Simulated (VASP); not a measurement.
Ta: relaxation of cell and atoms with r2SCAN

Crystal: Ta.

```
Ta
1.0
     2.86010    0.00000    0.00000
    -0.95337    2.69653    0.00000
    -0.95337   -1.34826    2.33526
Ta
1
Direct
  0.00000 0.00000 0.00000
```

```
Program                : VASP 6.6.1
Task                   : relaxation of cell and atoms
Functional             : r2SCAN
Potentials or basis    : VASP PAW PBE potentials, release 64 (Ta_pv)
Cutoff                 : 600 eV
k mesh                 : 9 × 9 × 9
Occupations            : fermi-dirac, width 0.05 eV
Spin                   : no spin polarisation
Dipole correction      : no
Further INCAR settings : ALGO = Normal; EDIFF = 1e-06; IBRION = 2; EDIFFG = -0.01; NSW = 80; ISIF = 3
```

- Relaxed volume: 18.23 Å³/atom
- Relaxed cell: a = 2.872 Å, b = 2.872 Å, c = 2.872 Å, α = 109.47°, β = 109.47°, γ = 109.47°
- Space group after relaxing (to 0.1 Å): Im-3m (No. 229)
- Energy gained by relaxing: 1.6 meV/atom
- Ionic steps: 3
- Pressure after relaxing: 0.0 GPa
- Band gap on the k mesh: zero (an odd number of electrons rules out a gap without spin polarisation)

Step by step:
```csv
step,energy change (eV),largest force (eV/Å),pressure (GPa),volume (Å³)
1,0.0000,0.0000,2.34,18.01
2,0.0054,0.0000,-4.71,18.70
3,-0.0016,0.0000,-0.02,18.23
```

Final structure:
```xyz
1
Lattice="2.8719 0.0000 0.0000 -0.9573 2.7077 0.0000 -0.9573 -1.3538 2.3449" Properties=species:S:1:pos:R:3 pbc="T T T"
Ta    0.0000    0.0000    0.0000
```

Levels at points of the mesh, in eV from the Fermi level:
```csv
k point,band 3,band 4,band 5,band 6,band 7,band 8
"(0.00, 0.00, 0.00)",-34.34,-8.32,0.80,0.80,0.80,4.23
```

Run time: 29 s on 1 thread of Intel(R) Xeon(R) 6975P-C (Granite Rapids), with other jobs on the host, peak memory 0.16 GiB.

Caveat: the PAW data sets were made with another functional, which shifts forces and pressure a little; spin-orbit coupling is left out, which moves the levels of the heavy elements. Zero-point motion and thermal expansion aren't in these numbers.
